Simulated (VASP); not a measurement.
A run of VASP 6.6.1:

INCAR

```
ALGO = Normal
EDIFF = 1E-6
ENCUT = 520
GGA = CA
ISIF = 2
ISMEAR = -1
LASPH = T
LCHARG = F
LREAL = F
LWAVE = F
NBANDS = 15
NELM = 60
PREC = Accurate
SIGMA = 0.02
```

KPOINTS

```
k-points
0
Gamma
  5 5 3
```

The input POSCAR:

```
SiTe2
1.0
    3.5827891591      0.0000000000      0.0000000000
   -1.7913945795      3.1027864281      0.0000000000
    0.0000000000      0.0000000000      5.6732224786
Si Te
1 2
Direct
    0.0000000000      0.0000000000      0.0000000000
    0.3333333333      0.6666666667      0.2791217679
    0.6666666667      0.3333333333      0.7208782321
```

Potentials or basis: VASP PAW LDA potentials, release 64 (Si, Te).

The run is started by

```bash
$ cat potpaw_LDA.64/Si/POTCAR potpaw_LDA.64/Te/POTCAR > POTCAR
$ mpirun -np 1 vasp_std > vasp.out
```

Hardware: 1 thread of Intel(R) Xeon(R) 6975P-C (Granite Rapids) (shared host).

Problem. How long does it take, and how much memory?

Solution. Run time: 5.6 s on 1 thread of Intel(R) Xeon(R) 6975P-C (Granite Rapids), on a shared host, peak memory 0.15 GiB. Counts: scf iterations 11, k points 12.
